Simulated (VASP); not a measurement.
The system is Li4TmGe.

```
CELL_PARAMETERS angstrom
5.09691 0.00000 0.00000
-2.54846 4.41406 0.00000
0.00000 0.00000 3.95955
ATOMIC_POSITIONS crystal
Li 0.33333 0.66667 0.00000
Li 0.66436 0.83218 0.50000
Li 0.16782 0.83218 0.50000
Li 0.16782 0.33564 0.50000
Tm 0.66667 0.33333 0.00000
Ge 0.00000 0.00000 0.00000
```

The cell was generated, and may not be a known phase.

```yaml
Program: VASP 6.6.1
Task: relaxation of cell and atoms
Functional: PBE
Potentials_or_basis: VASP PAW PBE potentials, release 64 (Li_sv, Tm_3, Ge_d), 4f in core
Cutoff: 750 eV
k_mesh: 4 × 4 × 4
Occupations: gaussian, width 0.2 eV
Spin: no spin polarisation
```

At the start: pressure 11.2 GPa; volume 14.85 Å³/atom.

**Question.** How do energy, volume and symmetry change on relaxing?

**Answer.** Over 6 steps the energy falls by 151.3 meV/atom and the volume is 18.25 Å³/atom (+22.9 %); space group P-6m2 (No. 187, to 0.1 Å) before and after.

Step by step:
```
step  energy change (eV)  largest force (eV/Å)  pressure (GPa)  volume (Å³)
   1              0.0000                0.5930           11.18        89.08
   2             -0.7577                0.3902            2.43       103.03
   3             -0.8584                0.2901           -0.24       110.09
   4             -0.8629                0.2647           -0.81       111.95
   5             -0.8966                0.1364           -0.42       110.73
   6             -0.9078                0.0024            0.02       109.52
```

Final structure:
```xyz
6
Lattice="5.2551 0.0000 0.0000 -2.6275 4.5510 0.0000 0.0000 0.0000 4.5794" Properties=species:S:1:pos:R:3 pbc="T T T"
Li    0.0000    3.0340    4.5794
Li    1.3704    3.8252    2.2897
Li   -1.3704    3.8252    2.2897
Li    0.0000    1.4516    2.2897
Tm    2.6275    1.5170    4.5794
Ge    5.2551    0.0000    4.5794
```

Caveat: the k points lie up to 0.35 Å⁻¹ apart in the final cell, too coarse for converged energies and pressures of a metal; the volume moved by over 15 % at a fixed basis, so the end points are rough.
